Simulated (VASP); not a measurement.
# MgS (lda) (F-43m) in VASP: notebook

MgS (lda) is run at these levels: LDA; tasks: single point, relaxation of cell and atoms.

Program: VASP 6.6.1. These are calculated values, not measurements. Logs are shortened: lines on timing, memory, paths and dates and some standing lists are left out, and cuts for length are marked.

### 1 The cell of the first run

The structure is cubic, space group F-43m (No. 216). Conventional cell: a = 5.620 Å, b = 5.620 Å, c = 5.620 Å, α = 90.00°, β = 90.00°, γ = 90.00°. Mg (site symmetry -43m) has 4 S at 2.43 Å within 3.2 Å. S (site symmetry -43m) has 4 Mg at 2.43 Å within 3.2 Å.

### 2 Single point, LDA

INCAR reads:

```
SYSTEM = MgS
PREC = Accurate
ENCUT = 600
EDIFF = 1E-6
ISMEAR = 0
SIGMA = 0.1
LREAL = .False.
LASPH = .True.
NELM = 120
ALGO = Normal
ISIF = 2
LWAVE = .False.
LCHARG = .False.
GGA = CA
NBANDS = 11
GGA_COMPAT = .False.
```

KPOINTS reads:

```
Automatic mesh
0
Gamma
  6 6 6
  0 0 0
```

POSCAR reads:

```
MgS
1.0
    0.0000000000      2.8100000000      2.8100000000
    2.8100000000      0.0000000000      2.8100000000
    2.8100000000      2.8100000000      0.0000000000
Mg S
1 1
Direct
    0.0000000000      0.0000000000      0.0000000000
    0.2500000000      0.2500000000      0.2500000000
```

Potentials or basis: VASP PAW LDA potentials, release 64 (Mg, S).

Started as:

```bash
cat potpaw_LDA.64/Mg/POTCAR potpaw_LDA.64/S/POTCAR > POTCAR
mpirun -np 1 vasp_std > vasp.out
```

OUTCAR:

```text
SYSTEM = MgS
   PREC = Accurate
   ENCUT = 600
   EDIFF = 1E-6
   ISMEAR = 0
   LREAL = .False.
   LASPH = .True.
   NELM = 120
   ISIF = 2
   GGA = CA

 ion  position               nearest neighbor table
   1  0.000  0.000  0.000-   2 2.43   2 2.43   2 2.43   2 2.43
   2  0.250  0.250  0.250-   1 2.43   1 2.43   1 2.43   1 2.43

  LATTYP: Found a face centered cubic cell.
 ALAT       =     5.6200000000

  Lattice vectors:

 A1 = (   0.0000000000,   2.8100000000,   2.8100000000)
 A2 = (   2.8100000000,   0.0000000000,   2.8100000000)
 A3 = (   2.8100000000,   2.8100000000,   0.0000000000)

Analysis of symmetry for initial positions (statically):
=====================================================================
 Subroutine PRICEL returns:
 Original cell was already a primitive cell.

 Routine SETGRP: Setting up the symmetry group for a
 face centered cubic supercell.

 Subroutine GETGRP returns: Found 24 space group operations
 (whereof 24 operations were pure point group operations)
 out of a pool of 48 trial point group operations.

The static configuration has the point symmetry T_d .

Analysis of symmetry for dynamics (positions and initial velocities):
=====================================================================
 Subroutine PRICEL returns:
 Original cell was already a primitive cell.

 Routine SETGRP: Setting up the symmetry group for a
 face centered cubic supercell.

 Subroutine GETGRP returns: Found 24 space group operations
 (whereof 24 operations were pure point group operations)
 out of a pool of 48 trial point group operations.

The dynamic configuration has the point symmetry T_d .

 Subroutine INISYM returns: Found 24 space group operations
 (whereof 24 operations are pure point group operations),
 and found     1 'primitive' translations

----------------------------------------------------------------------------------------

                                     Primitive cell

  volume of cell :      44.3761

  direct lattice vectors                    reciprocal lattice vectors
     0.000000000  2.810000000  2.810000000    -0.177935943  0.177935943  0.177935943
     2.810000000  0.000000000  2.810000000     0.177935943 -0.177935943  0.177935943
     2.810000000  2.810000000  0.000000000     0.177935943  0.177935943 -0.177935943

  length of vectors
     3.973940110  3.973940110  3.973940110     0.308194094  0.308194094  0.308194094

  position of ions in fractional coordinates (direct lattice)
     0.000000000  0.000000000  0.000000000
     0.250000000  0.250000000  0.250000000

  ion indices of the primitive-cell ions
   primitive index   ion index
                 1           1
                 2           2

----------------------------------------------------------------------------------------

 KPOINTS: Automatic mesh

Automatic generation of k-mesh.
 Grid dimensions read from file:
 generate k-points for:    6    6    6

 Generating k-lattice:

  Cartesian coordinates                     Fractional coordinates (reciprocal lattice)
    -0.029655991  0.029655991  0.029655991     0.166666667  0.000000000  0.000000000
     0.029655991 -0.029655991  0.029655991     0.000000000  0.166666667  0.000000000
     0.029655991  0.029655991 -0.029655991     0.000000000  0.000000000  0.166666667

  Length of vectors
     0.051365682  0.051365682  0.051365682

  Shift w.r.t. Gamma in fractional coordinates (k-lattice)
     0.000000000  0.000000000  0.000000000

 Subroutine IBZKPT returns following result:
 ===========================================

 Found     16 irreducible k-points:

 Following reciprocal coordinates:
            Coordinates               Weight
  0.000000  0.000000  0.000000      1.000000
  0.166667  0.000000  0.000000      8.000000
  0.333333  0.000000  0.000000      8.000000
  0.500000  0.000000  0.000000      4.000000
  0.166667  0.166667  0.000000      6.000000
  0.333333  0.166667  0.000000     24.000000
[... 8 lines left out ...]
 -0.333333  0.333333  0.166667     24.000000
 -0.333333  0.500000  0.166667     12.000000
   k-points           NKPTS =     16   k-points in BZ     NKDIM =     16   number of bands    NBANDS=     11
   number of dos      NEDOS =    301   number of ions     NIONS =      2
   total plane-waves  NPLWV =  32768
   dimension x,y,z NGX =    32 NGY =   32 NGZ =   32
   dimension x,y,z NGXF=    64 NGYF=   64 NGZF=   64
   ions per type =               1   1
   NGX,Y,Z   is equivalent  to a cutoff of  13.39, 13.39, 13.39 a.u.
   NGXF,Y,Z  is equivalent  to a cutoff of  26.77, 26.77, 26.77 a.u.
 SYSTEM =  MgS
   PREC   = accura    normal or accurate (medium, high low for compatibility)
   ISTART =      0    job   : 0-new  1-cont  2-samecut
   ICHARG =      2    charge: 1-file 2-atom 10-const
   ISPIN  =      1    spin polarized calculation?
   LNONCOLLINEAR =      F non collinear calculations
   LSORBIT =      F    spin-orbit coupling
   LASPH  =      T    aspherical Exc in radial PAW
   ENCUT  =  600.0 eV  44.10 Ry    6.64 a.u.   7.94  7.94  7.94*2*pi/ulx,y,z
   NELM   =    120;   NELMIN=  2; NELMDL= -5     # of ELM steps
   EDIFF  = 0.1E-05   stopping-criterion for ELM
   LREAL  =      F    real-space projection
   EDIFFG = 0.1E-04   stopping-criterion for IOM
   NSW    =      0    number of steps for IOM
   IBRION =     -1    ionic relax: 0-MD 1-quasi-New 2-CG
   NFREE  =      0    steps in history (QN), initial steepest desc. (CG)
   ISIF   =      2    stress and relaxation
   ISYM   =      2    0-nonsym 1-usesym 2-fastsym
   POTIM  = 0.5000    time-step for ionic-motion
   TEBEG  =    0.0;   TEEND  =   0.0 temperature during run
   PSTRESS=    0.0 pullay stress
   NELECT =       8.0000    total number of electrons
   NUPDOWN=      -1.0000    fix difference up-down
   EMIN   =  10.00;   EMAX   =-10.00  energy-range for DOS
   EFERMI =   0.00;   METHOD = LEGACY
   ISMEAR =     0;   SIGMA  =   0.10  broadening in eV -4-tet -1-fermi 0-gaus
   EFERMI_NEDOS =   21; number of points for ismear=-14 and -15
   IALGO  =     38    algorithm
   IMIX   =      4    mixing-type and parameters
     AMIX     =   0.40;   BMIX     =  1.00
     AMIX_MAG =   1.60;   BMIX_MAG =  1.00
  volume/ion in A,a.u.               =      22.19       149.73
  Fermi-wavevector in a.u.,A,eV,Ry     =   0.924816  1.747648 11.636845  0.855284
  Thomas-Fermi vector in A             =   2.050602
   LORBIT       =      0    0 simple, 1 ext, 2 COOP (PROOUT), +10 PAW based schemes
   GGA     = CA    functional components
   LHFCALC =     F    Hartree Fock is set to
   AEXX    =    0.0000 exact exchange contribution
   IVDW    =     0    specifies the selected vdW correction
   LEPSILON=     F    determine dielectric tensor
   LRPA    =     F    only Hartree local field effects (RPA)
 non-spin polarized calculation
 Gauss-broadening in eV      SIGMA  =   0.10
  energy-cutoff  :      600.00
  volume of cell :       44.38
 maximum number of plane-waves:      1492
   NGX = 15   NGY = 15   NGZ = 15

 number of electron       7.9999999 magnetization

 Free energy of the ion-electron system (eV)
  ---------------------------------------------------
  ext. energy  EPLUGINS =         0.00000000
  ---------------------------------------------------
  free energy    TOTEN  =        -9.39042456 eV

  energy without entropy =       -9.39042456  energy(sigma->0) =       -9.39042456

 E-fermi :   1.4560     XC(G=0):  -8.8461

 val. band max:        1.0365228101   @ k =   0.0000   0.0000   0.0000
 cond. band min:       4.3420138254   @ k =   0.0000   0.0000   0.0000
 fundamental gap:      3.3054910153
 Fermi energy:         1.4560392214

 k-point     1 :       0.0000    0.0000    0.0000
  band No.  band energies     occupation
      1     -10.2764      2.00000
      2       1.0365      2.00000
      3       1.0365      2.00000
      4       1.0365      2.00000
      5       4.3420      0.00000
      6       8.8597      0.00000
      7       8.8597      0.00000
      8       8.8597      0.00000
      9      11.8237      0.00000
     10      11.8237      0.00000
     11      14.5740      0.00000

 k-point     2 :       0.1667    0.0000    0.0000
  band No.  band energies     occupation
      1     -10.1144      2.00000
      2      -0.0956      2.00000
      3       0.9425      2.00000
      4       0.9425      2.00000
      5       5.3735      0.00000
      6       8.6092      0.00000
      7       9.1172      0.00000
      8       9.1172      0.00000
      9      11.1943      0.00000
     10      11.1943      0.00000
     11      13.6327      0.00000

 k-point     3 :       0.3333    0.0000    0.0000
  band No.  band energies     occupation
      1      -9.7497      2.00000
      2      -1.6141      2.00000
      3       0.7727      2.00000
      4       0.7727      2.00000
      5       6.0262      0.00000
      6       8.8250      0.00000
      7       8.8250      0.00000
      8       9.1038      0.00000
      9      12.1710      0.00000
     10      12.1710      0.00000
     11      12.9922      0.00000

 k-point     4 :       0.5000    0.0000    0.0000
  band No.  band energies     occupation
      1      -9.5401      2.00000
      2      -2.2527      2.00000
      3       0.6953      2.00000
      4       0.6953      2.00000
      5       5.9858      0.00000
      6       8.5277      0.00000
      7       8.5277      0.00000
      8       9.5137      0.00000
      9      13.7700      0.00000
     10      14.2437      0.00000
     11      14.2437      0.00000
[... 127 lines left out ...]
 k-point    14 :       0.5000    0.3333    0.1667
  band No.  band energies     occupation
      1      -9.4999      2.00000
      2      -1.5270      2.00000
      3      -0.3504      2.00000
      4       0.3035      2.00000
      5       6.5493      0.00000
      6       8.0037      0.00000
      7       8.4022      0.00000
      8      10.7610      0.00000
      9      11.6405      0.00000
     10      14.5235      0.00000
     11      15.3968      0.00000

 k-point    15 :      -0.3333    0.3333    0.1667
  band No.  band energies     occupation
      1      -9.3576      2.00000
      2      -1.6363      2.00000
      3      -0.7215      2.00000
      4       0.0886      2.00000
      5       6.6260      0.00000
      6       7.9448      0.00000
      7       9.3700      0.00000
      8      10.2303      0.00000
      9      12.1708      0.00000
     10      14.0085      0.00000
     11      15.3469      0.00000

 k-point    16 :      -0.3333    0.5000    0.1667
  band No.  band energies     occupation
      1      -9.2947      2.00000
      2      -1.5909      2.00000
      3      -0.6082      2.00000
      4      -0.3007      2.00000
      5       5.8204      0.00000
      6       7.7448      0.00000
      7      10.3145      0.00000
      8      10.3642      0.00000
      9      13.4665      0.00000
     10      14.8254      0.00000
     11      14.9521      0.00000

------------------------ aborting loop because EDIFF is reached ----------------------------------------

  FORCE on cell =-STRESS in cart. coord.  units (eV):
  Direction    XX          YY          ZZ          XY          YZ          ZX
  --------------------------------------------------------------------------------------
  -------------------------------------------------------------------------------------
  Total       -0.3192392     -0.3192392     -0.3192392     -0.0000000      0.0000000     -0.0000000
  in kB      -11.5259806    -11.5259806    -11.5259806     -0.0000000      0.0000000     -0.0000000
  external PRESSURE =     -11.5259806 kB  Pullay stress =       0.0000000 kB

 VOLUME and BASIS-vectors are now :
 -----------------------------------------------------------------------------
  energy-cutoff  :      600.00
  volume of cell :       44.38
      direct lattice vectors                 reciprocal lattice vectors
     0.000000000  2.810000000  2.810000000    -0.177935943  0.177935943  0.177935943
     2.810000000  0.000000000  2.810000000     0.177935943 -0.177935943  0.177935943
     2.810000000  2.810000000  0.000000000     0.177935943  0.177935943 -0.177935943

 POSITION                                       TOTAL-FORCE (eV/Angst)
 -----------------------------------------------------------------------------------
      0.00000      0.00000      0.00000        -0.000000     -0.000000      0.000000
      1.40500      1.40500      1.40500         0.000000      0.000000     -0.000000
 -----------------------------------------------------------------------------------
    total drift:                                0.000000      0.000000      0.000000

  FREE ENERGIE OF THE ION-ELECTRON SYSTEM (eV)
  ---------------------------------------------------
  free  energy   TOTEN  =        -9.3904245592 eV

  energy  without entropy=       -9.3904245592  energy(sigma->0) =       -9.39042456
```

Wall time 3 s (1 thread of Intel Xeon 6975P-C (Granite Rapids), shared host); peak memory 0.15 GiB.

What came out:

```yaml
Free_energy: -9.3904 eV
Pressure: -1.2 GPa
Band_gap_on_the_k_mesh: 3.31 eV, direct
```

Levels at points of the mesh, in eV from the valence-band top:
```tsv
k point	band 1	band 2	band 3	band 4	band 5	band 6	band 7	band 8	band 9
(0.00, 0.00, 0.00)	-11.31	0.00	0.00	0.00	3.31	7.82	7.82	7.82	10.79
(0.50, 0.00, 0.00)	-10.58	-3.29	-0.34	-0.34	4.95	7.49	7.49	8.48	12.73
(0.50, 0.50, 0.00)	-10.34	-2.95	-1.08	-1.08	3.64	5.46	11.10	12.19	12.19
```

A k mesh can miss the band edges. Expect the measured gap to be larger: semilocal functionals such as LDA lack the derivative discontinuity.

(Part 1 of 3 ends here.)
